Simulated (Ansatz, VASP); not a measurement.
## PtS2: VASP beside Ansatz

Contents of INCAR:

```
ALGO = Normal
EDIFF = 1E-6
EDIFFG = -0.04
ENCUT = 600
GGA = PE
IBRION = 2
ISIF = 3
ISMEAR = 0
LASPH = True
LCHARG = False
LREAL = False
LWAVE = False
NELM = 60
NSW = 90
PREC = Accurate
SIGMA = 0.1
```

KPOINTS

```
k-points
0
Gamma
  4 4 2
```

Contents of POSCAR:

```
PtS2
1.0
    4.2935069400      0.0000000000      0.0000000000
    0.0000000000      4.2935069400      0.0000000000
    0.0000000000      0.0000000000      8.4010566100
Pt S
2 4
Direct
    0.0000000000      0.0000000000      0.0000000000
    0.5000000000      0.5000000000      0.5000000000
    0.6914268400      0.3085731600      0.0000000000
    0.3085731600      0.6914268400      0.0000000000
    0.1914268400      0.1914268400      0.5000000000
    0.8085731600      0.8085731600      0.5000000000
```

Input for Ansatz:

```yaml
crystal:
  lattice:
    - [4.29350694, 0.0, 0.0]
    - [0.0, 4.29350694, 0.0]
    - [0.0, 0.0, 8.40105661]
  atoms:
    - { symbol: Pt, position: [0.0, 0.0, 0.0] }
    - { symbol: Pt, position: [0.5, 0.5, 0.5] }
    - { symbol: S, position: [0.69142684, 0.30857316, 0.0] }
    - { symbol: S, position: [0.30857316, 0.69142684, 0.0] }
    - { symbol: S, position: [0.19142684, 0.19142684, 0.5] }
    - { symbol: S, position: [0.80857316, 0.80857316, 0.5] }
basis:
  ecutwfc: 420
kpoints:
  mp_grid: { grid: [4, 4, 2] }
hamiltonian:
  xc: pbe
scf:
  occupations: { method: gaussian, width: 0.1 }
  lower_state_search: "off"
output:
  forces: true
  stress: true
  eigenvalues: true
relax:
  adjacent_minimum: "off"
  f_tol: 0.04
  max_steps: 70
  cell: { stress_tol: 0.4 }
```

Alike in both runs: task relaxation of cell and atoms; functional PBE; k mesh 4 × 4 × 2; occupations gaussian, width 0.1 eV; no spin polarisation.

```csv
,VASP,Ansatz
version,VASP 6.6.1,Ansatz 0.2.0
potentials or method,"VASP PAW PBE potentials, release 64 (Pt, S), cutoff 600 eV","scalar-relativistic, plane waves, PAW"
valence electrons in the cell,44,60
```

|  | VASP | Ansatz | Ansatz less VASP |
| --- | --- | --- | --- |
| gap on the k mesh at the Fermi level, each at its own relaxed structure (eV) | none | none | - |
| relaxed volume (Å³/atom) | 28.92 | 19.12 | -9.798 |
| relaxed cell length with the largest relative difference (Å) | 8.402 | 5.510 | -2.8916 |

A gap of «none» marks a metal or a gap that the smearing closes. One of these differences is far larger than is usual between the two programs; its cause wasn't traced. VASP's potentials hold 44 valence electrons a cell and Ansatz's 60, so a difference there can come from the potentials and not from the codes.

The k mesh is coarse, so the values compare programs but aren't converged. Neither program's run includes spin-orbit coupling.
